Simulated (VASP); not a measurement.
A run of VASP 6.6.1 is set up as follows.

File POSCAR:

```
LiTlTe2
1.0
    4.5980007822      0.0000000000      0.0000000000
    0.0000000000      4.5980007822      0.0000000000
    0.0000000000      0.0000000000      6.4734597936
Li Te Tl
1 2 1
Direct
    0.0000000000      0.0000000000      0.0000000000
    0.0000000000      0.5000000000      0.2309160927
    0.5000000000      0.0000000000      0.7690839073
    0.5000000000      0.5000000000      0.5000000000
```

File INCAR.step1:

```
ALGO = Normal ; EDIFF = 1E-4
ENCUT = 520 ; GGA = PE
ISMEAR = 0 ; LASPH = True
LCHARG = False ; LREAL = False
LWAVE = True ; NBANDS = 22
NELM = 60 ; PREC = Accurate
SIGMA = 0.01
```

INCAR.step2

```
ALGO = Normal ; EDIFF = 1E-6
ENCUT = 520 ; ISIF = 2
ISMEAR = 0 ; ISTART = 1
LASPH = True ; LCHARG = True
LELF = True ; LMIXTAU = True
LREAL = False ; LVHAR = True
LWAVE = False ; METAGGA = R2SCAN
NBANDS = 22 ; NELM = 60
PREC = Accurate ; SIGMA = 0.01
```

File KPOINTS:

```
k-points
0
Gamma
  4 4 4
```

Potentials or basis: VASP PAW PBE potentials, release 64 (Li_sv, Te, Tl_d).

Run with:

```bash
$ cat potpaw_PBE.64/Li_sv/POTCAR potpaw_PBE.64/Te/POTCAR potpaw_PBE.64/Tl_d/POTCAR > POTCAR
$ cp INCAR.step1 INCAR
$ mpirun -np 1 vasp_std > vasp.out
$ cp INCAR.step2 INCAR
$ mpirun -np 1 vasp_std > vasp.out
```

Task: Estimate the band gap on the k mesh.

Result: 0.39 eV.

Forces in eV/Å, atoms in the order of the input:
```
Li   0.000  0.000  0.000
Te   0.000  0.000 -0.003
Te   0.000  0.000  0.003
Tl   0.000  0.000  0.000
```

Caveat: the PAW data sets were made with another functional, which shifts forces and pressure a little; spin-orbit coupling is left out, which moves the levels of the heavy elements. A k mesh can miss the band edges.
